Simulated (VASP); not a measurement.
# Ni (Fm-3m) in VASP: single point with PBE

Aim: the single point of Ni with PBE.

Program: VASP 6.6.1. These are calculated values, not measurements. Logs are shortened: lines on timing, memory, paths and dates and some standing lists are left out, and cuts for length are marked.

## Step 1: The cell of the first run

Symmetry: Fm-3m, No. 225, cubic system. The conventional cell has a = 3.536 Å, b = 3.536 Å, c = 3.536 Å, α = 90.00°, β = 90.00°, γ = 90.00°. Within 3.3 Å of Ni (site symmetry m-3m) lie 12 Ni at 2.50 Å.

## Step 2: Single point, PBE, collinear spin, ferromagnetic start

INCAR reads:

```
PREC = Accurate
ENCUT = 520
EDIFF = 1E-6
ISMEAR = 0
SIGMA = 0.05
LREAL = F
LASPH = T
NELM = 150
ALGO = Normal
ISIF = 2
LWAVE = F
LCHARG = F
ISPIN = 2
MAGMOM = 2 2
LORBIT = 11
LMAXMIX = 4
GGA = PE
ISYM = 0
NBANDS = 21
```

KPOINTS reads:

```
Automatic mesh
0
Gamma
  8 13 11
```

POSCAR reads:

```
Ni
1.0
   -1.7678000000     -3.5356000000     -1.7678000000
   -1.7678000000      0.0000000000     -1.7678000000
    1.7678000000      0.0000000000     -1.7678000000
Ni
2
Direct
    0.0000000000      0.0000000000      0.0000000000
    0.5000000000      0.0000000000      0.5000000000
```

Potentials or basis: VASP PAW PBE potentials, release 64 (Ni).

Started as:

```
cat potpaw_PBE.64/Ni/POTCAR > POTCAR
mpirun -np 1 vasp_std > vasp.out
```

OUTCAR:

```text
PREC = Accurate
   ENCUT = 520
   EDIFF = 1E-6
   ISMEAR = 0
   LREAL = F
   LASPH = T
   NELM = 150
   ISIF = 2
   ISPIN = 2
   LORBIT = 11
   GGA = PE
   ISYM = 0

 ion  position               nearest neighbor table
   1  0.000  0.000  0.000-   2 2.50   2 2.50   2 2.50   2 2.50   2 2.50   2 2.50   2 2.50   2 2.50

   2  0.500  0.000  0.500-   1 2.50   1 2.50   1 2.50   1 2.50   1 2.50   1 2.50   1 2.50   1 2.50

IMPORTANT INFORMATION: All symmetrisations will be switched off!
NOSYMM: (Re-)initialisation of all symmetry stuff for point group C_1.

----------------------------------------------------------------------------------------

                                     Primitive cell

  volume of cell :      22.0983

  direct lattice vectors                    reciprocal lattice vectors
    -1.767800000 -3.535600000 -1.767800000     0.000000000 -0.282837425  0.000000000
    -1.767800000  0.000000000 -1.767800000    -0.282837425  0.282837425 -0.282837425
     1.767800000  0.000000000 -1.767800000     0.282837425  0.000000000 -0.282837425

  length of vectors
     4.330207967  2.500046736  2.500046736     0.282837425  0.489888790  0.399992522

  position of ions in fractional coordinates (direct lattice)
     0.000000000  0.000000000  0.000000000
     0.500000000  0.000000000  0.500000000

  ion indices of the primitive-cell ions
   primitive index   ion index
                 1           1
                 2           2

----------------------------------------------------------------------------------------

 KPOINTS: Automatic mesh

Automatic generation of k-mesh.
 Grid dimensions read from file:
 generate k-points for:    8   13   11

 Generating k-lattice:

  Cartesian coordinates                     Fractional coordinates (reciprocal lattice)
     0.000000000 -0.035354678  0.000000000     0.125000000  0.000000000  0.000000000
    -0.021756725  0.021756725 -0.021756725     0.000000000  0.076923077  0.000000000
     0.025712493  0.000000000 -0.025712493     0.000000000  0.000000000  0.090909091

  Length of vectors
     0.035354678  0.037683753  0.036362957

  Shift w.r.t. Gamma in fractional coordinates (k-lattice)
     0.000000000  0.000000000  0.000000000

 -----------------------------------------------------------------------------
|                                                                             |
|           W    W    AA    RRRRR   N    N  II  N    N   GGGG   !!!           |
|           W    W   A  A   R    R  NN   N  II  NN   N  G    G  !!!           |
|           W    W  A    A  R    R  N N  N  II  N N  N  G       !!!           |
|           W WW W  AAAAAA  RRRRR   N  N N  II  N  N N  G  GGG   !            |
|           WW  WW  A    A  R   R   N   NN  II  N   NN  G    G                |
|           W    W  A    A  R    R  N    N  II  N    N   GGGG   !!!           |
|                                                                             |
|     Your reciprocal lattice and k-lattice belong to different lattice       |
|     classes:                                                                |
|                                                                             |
|        The reciprocal lattice is simple tetragonal,                         |
|        whereas your k-lattice is simple monoclinic.                         |
|                                                                             |
|     Results are often still useful ...                                      |
|                                                                             |
 -----------------------------------------------------------------------------

 WARNING: IBZKPT: internal override: KBLOWUP is changed to .FALSE.
      ... skipping the blow-up phase ...

 Subroutine IBZKPT returns following result:
 ===========================================

 Found    573 irreducible k-points:

 Following reciprocal coordinates:
            Coordinates               Weight
  0.000000  0.000000  0.000000      1.000000
  0.125000  0.000000  0.000000      2.000000
  0.250000  0.000000  0.000000      2.000000
  0.375000  0.000000  0.000000      2.000000
  0.500000  0.000000  0.000000      1.000000
  0.000000  0.076923  0.000000      2.000000
[... 16 lines left out ...]
  0.125000  0.230769  0.000000      2.000000
  0.250000  0.230769  0.000000      2.000000
 [... further k-points ...]
   k-points           NKPTS =    573   k-points in BZ     NKDIM =    573   number of bands    NBANDS=     21
   number of dos      NEDOS =    301   number of ions     NIONS =      2
   total plane-waves  NPLWV =  12800
   dimension x,y,z NGX =    32 NGY =   20 NGZ =   20
   dimension x,y,z NGXF=    64 NGYF=   40 NGZF=   40
   ions per type =               2
   NGX,Y,Z   is equivalent  to a cutoff of  12.29, 13.30, 13.30 a.u.
   NGXF,Y,Z  is equivalent  to a cutoff of  24.57, 26.60, 26.60 a.u.
 SYSTEM =  unknown system
   PREC   = accura    normal or accurate (medium, high low for compatibility)
   ISTART =      0    job   : 0-new  1-cont  2-samecut
   ICHARG =      2    charge: 1-file 2-atom 10-const
   ISPIN  =      2    spin polarized calculation?
   LNONCOLLINEAR =      F non collinear calculations
   LSORBIT =      F    spin-orbit coupling
   LASPH  =      T    aspherical Exc in radial PAW
   ENCUT  =  520.0 eV  38.22 Ry    6.18 a.u.   8.05  4.65  4.65*2*pi/ulx,y,z
   NELM   =    150;   NELMIN=  2; NELMDL= -5     # of ELM steps
   EDIFF  = 0.1E-05   stopping-criterion for ELM
   LREAL  =      F    real-space projection
   EDIFFG = 0.1E-04   stopping-criterion for IOM
   NSW    =      0    number of steps for IOM
   IBRION =     -1    ionic relax: 0-MD 1-quasi-New 2-CG
   NFREE  =      0    steps in history (QN), initial steepest desc. (CG)
   ISIF   =      2    stress and relaxation
   ISYM   =      0    0-nonsym 1-usesym 2-fastsym
   POTIM  = 0.5000    time-step for ionic-motion
   TEBEG  =    0.0;   TEEND  =   0.0 temperature during run
   PSTRESS=    0.0 pullay stress
   NELECT =      20.0000    total number of electrons
   NUPDOWN=      -1.0000    fix difference up-down
   EMIN   =  10.00;   EMAX   =-10.00  energy-range for DOS
   EFERMI =   0.00;   METHOD = LEGACY
   ISMEAR =     0;   SIGMA  =   0.05  broadening in eV -4-tet -1-fermi 0-gaus
   EFERMI_NEDOS =   21; number of points for ismear=-14 and -15
   IALGO  =     38    algorithm
   IMIX   =      4    mixing-type and parameters
     AMIX     =   0.40;   BMIX     =  1.00
     AMIX_MAG =   1.60;   BMIX_MAG =  1.00
  volume/ion in A,a.u.               =      11.05        74.56
  Fermi-wavevector in a.u.,A,eV,Ry     =   1.583550  2.992475 34.118373  2.507630
  Thomas-Fermi vector in A             =   2.683303
   LORBIT       =     11    0 simple, 1 ext, 2 COOP (PROOUT), +10 PAW based schemes
   GGA     = PE    functional components
   LHFCALC =     F    Hartree Fock is set to
   AEXX    =    0.0000 exact exchange contribution
   IVDW    =     0    specifies the selected vdW correction
   LEPSILON=     F    determine dielectric tensor
   LRPA    =     F    only Hartree local field effects (RPA)
 spin polarized calculation
 Gauss-broadening in eV      SIGMA  =   0.05
  energy-cutoff  :      520.00
  volume of cell :       22.10
 maximum number of plane-waves:       613
   NGX = 17   NGY =  9   NGZ =  9

 number of electron      19.9999987 magnetization       1.2463654

 Free energy of the ion-electron system (eV)
  ---------------------------------------------------
  ext. energy  EPLUGINS =         0.00000000
  ---------------------------------------------------
  free energy    TOTEN  =       -10.94127582 eV

  energy without entropy =      -10.93749022  energy(sigma->0) =      -10.93938302

 E-fermi :   9.1638     XC(G=0): -13.1649

 val. band max:        9.1617189780   @ k =   0.5000  -0.4615   0.4545
 cond. band min:       9.1665938800   @ k =  -0.2500   0.4615   0.0000
 fundamental gap:      0.0048749019
 Fermi energy:         9.1638353051

 spin component 1

 k-point     1 :       0.0000    0.0000    0.0000
  band No.  band energies     occupation
      1       0.2570      1.00000
      2       4.6050      1.00000
      3       5.0416      1.00000
      4       6.7593      1.00000
      5       6.7602      1.00000
      6       6.7628      1.00000
[... 13 lines left out ...]
     20      36.4930      0.00000
     21      36.4934      0.00000

 k-point     2 :       0.1250    0.0000    0.0000
  band No.  band energies     occupation
      1       0.4583      1.00000
      2       4.6146      1.00000
      3       5.1022      1.00000
      4       6.6903      1.00000
      5       6.8157      1.00000
      6       6.8164      1.00000
[... 13 lines left out ...]
     20      34.9597      0.00000
     21      35.5795      0.00000

 k-point     3 :       0.2500    0.0000    0.0000
  band No.  band energies     occupation
      1       1.0493      1.00000
      2       4.5538      1.00000
      3       5.2768      1.00000
      4       6.4914      1.00000
      5       6.9790      1.00000
      6       6.9798      1.00000
[... 13 lines left out ...]
     20      32.6109      0.00000
     21      33.8294      0.00000
[... 457 lines left out ...]
 k-point    23 :       0.1250    0.2308    0.0000
  band No.  band energies     occupation
      1       1.7090      1.00000
      2       5.1959      1.00000
      3       5.4956      1.00000
      4       6.4497      1.00000
      5       6.9867      1.00000
      6       7.0076      1.00000
[... 13 lines left out ...]
     20      36.9154      0.00000
     21      38.8571      0.00000

 k-point    24 :       0.2500    0.2308    0.0000
  band No.  band energies     occupation
      1       1.5858      1.00000
      2       5.1922      1.00000
      3       5.4549      1.00000
      4       6.4434      1.00000
      5       6.9885      1.00000
      6       7.0250      1.00000
[... 13 lines left out ...]
     20      37.8902      0.00000
     21      38.1668      0.00000

 [... further k-points ...]

 spin component 2

 k-point     1 :       0.0000    0.0000    0.0000
  band No.  band energies     occupation
      1       0.2198      1.00000
      2       4.9449      1.00000
      3       5.6596      1.00000
      4       7.5140      1.00000
      5       7.5152      1.00000
      6       7.5179      1.00000
[... 13 lines left out ...]
     20      36.4737      0.00000
     21      36.4739      0.00000

 k-point     2 :       0.1250    0.0000    0.0000
  band No.  band energies     occupation
      1       0.4213      1.00000
      2       4.9361      1.00000
      3       5.7245      1.00000
      4       7.4381      1.00000
      5       7.5725      1.00000
      6       7.5741      1.00000
[... 13 lines left out ...]
     20      34.9978      0.00000
     21      35.5366      0.00000

 k-point     3 :       0.2500    0.0000    0.0000
  band No.  band energies     occupation
      1       1.0135      1.00000
      2       4.7998      1.00000
      3       5.9114      1.00000
      4       7.2217      1.00000
      5       7.7420      1.00000
      6       7.7435      1.00000
[... 13 lines left out ...]
     20      32.6808      0.00000
     21      33.7620      0.00000
[... 457 lines left out ...]
 k-point    23 :       0.1250    0.2308    0.0000
  band No.  band energies     occupation
      1       1.6797      1.00000
      2       5.5979      1.00000
      3       6.0470      1.00000
      4       7.1566      1.00000
      5       7.7030      1.00000
      6       7.7508      1.00000
[... 13 lines left out ...]
     20      36.9591      0.00000
     21      38.8153      0.00000

 k-point    24 :       0.2500    0.2308    0.0000
  band No.  band energies     occupation
      1       1.5540      1.00000
      2       5.5918      1.00000
      3       6.0183      1.00000
      4       7.1583      1.00000
      5       7.7058      1.00000
      6       7.7937      1.00000
[... 13 lines left out ...]
     20      37.8555      0.00000
     21      38.1308      0.00000

 [... further k-points ...]
[... 5 lines left out ...]
  --------------------------------------------------------------------------------------
  -------------------------------------------------------------------------------------
  Total       -0.4287508     -0.3931776     -0.4287543     -0.0030728     -0.0030721      0.0064541
  in kB      -31.0853781    -28.5062435    -31.0856331     -0.2227836     -0.2227328      0.4679359
  external PRESSURE =     -30.2257516 kB  Pullay stress =       0.0000000 kB

 VOLUME and BASIS-vectors are now :
 -----------------------------------------------------------------------------
  energy-cutoff  :      520.00
  volume of cell :       22.10
      direct lattice vectors                 reciprocal lattice vectors
    -1.767800000 -3.535600000 -1.767800000     0.000000000 -0.282837425  0.000000000
    -1.767800000  0.000000000 -1.767800000    -0.282837425  0.282837425 -0.282837425
     1.767800000  0.000000000 -1.767800000     0.282837425  0.000000000 -0.282837425

 POSITION                                       TOTAL-FORCE (eV/Angst)
 -----------------------------------------------------------------------------------
      0.00000      0.00000      0.00000        -0.000000     -0.000000      0.000000
      0.00000     -1.76780     -1.76780         0.000000      0.000000     -0.000000
 -----------------------------------------------------------------------------------
    total drift:                               -0.000000     -0.000000      0.000000

  FREE ENERGIE OF THE ION-ELECTRON SYSTEM (eV)
  ---------------------------------------------------
  free  energy   TOTEN  =       -10.9412758151 eV

  energy  without entropy=      -10.9374902153  energy(sigma->0) =      -10.93938302

 total charge

# of ion       s       p       d       tot
------------------------------------------
    1        0.491   0.485   8.307   9.283
    2        0.491   0.485   8.307   9.283
--------------------------------------------------
tot          0.981   0.969  16.615  18.565

 magnetization (x)

# of ion       s       p       d       tot
------------------------------------------
    1       -0.007  -0.025   0.668   0.637
    2       -0.007  -0.025   0.668   0.637
--------------------------------------------------
tot         -0.013  -0.050   1.336   1.273
```

It took 3.8 min on 1 thread of Intel Xeon Platinum 8488C (Sapphire Rapids), shared host; peak memory 0.44 GiB.

Results:

| Quantity | Value |
| --- | --- |
| Free energy | -10.9413 eV |
| Pressure | -3.0 GPa |
| Net moment | 1.25 μB per cell |
| Site moments | Ni +0.64 μB |
| Valence electrons inside the program's atomic spheres | Ni 9.28 |

Stress tensor (GPa, compression positive):
```
-3.11 -0.02  0.05
-0.02 -2.85 -0.02
 0.05 -0.02 -3.11
```

Caveat: the cell stands under tension.
